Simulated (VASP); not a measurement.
Write the native input for VASP 6.6.1 that does the following.

| Item | Value |
| --- | --- |
| Task | single point |
| Functional | PBE |
| Potentials or basis | VASP PAW PBE potentials, release 64 (Pb_d, S) |
| Cutoff | 500 eV |
| k mesh | 3 × 3 × 3 |
| Occupations | gaussian, width 0.1 eV |
| Spin | no spin polarisation |
| Dipole correction | no |
| Further INCAR settings | ALGO = Normal; EDIFF = 1e-06; NBANDS = 17 |

The structure of PbS lies in POSCAR:

```
PbS
1.0
    2.1126617058      1.2197458045      3.4519162518
   -2.1126617058      1.2197458045      3.4519162518
    0.0000000000     -2.4394916091      3.4519162518
Pb S
1 1
Direct
    0.9805657800      0.9805657800      0.9805657800
    0.4750355500      0.4750355500      0.4750355500
```

One way to write it, as run:

INCAR

```
ALGO = Normal ; EDIFF = 1E-6
ENCUT = 500 ; GGA = PE
GGA_COMPAT = F ; ISIF = 2
ISMEAR = 0 ; LASPH = T
LCHARG = F ; LREAL = F
LWAVE = F ; NBANDS = 17
NELM = 120 ; PREC = Accurate
SIGMA = 0.1
```

KPOINTS

```
k-points
0
Gamma
  3 3 3
```

Potentials or basis: VASP PAW PBE potentials, release 64 (Pb_d, S).

Launch:

```console
$ cat potpaw_PBE.64/Pb_d/POTCAR potpaw_PBE.64/S/POTCAR > POTCAR
$ mpirun -np 1 vasp_std > vasp.out
```

It gave:

The pressure is -0.1 GPa. The largest force is 0.005 eV/Å.

Caveat: the k points lie up to 0.61 Å⁻¹ apart.

Wall time 11 s on 1 thread of AMD EPYC 7R13, with other jobs on the host, peak memory 0.14 GiB.
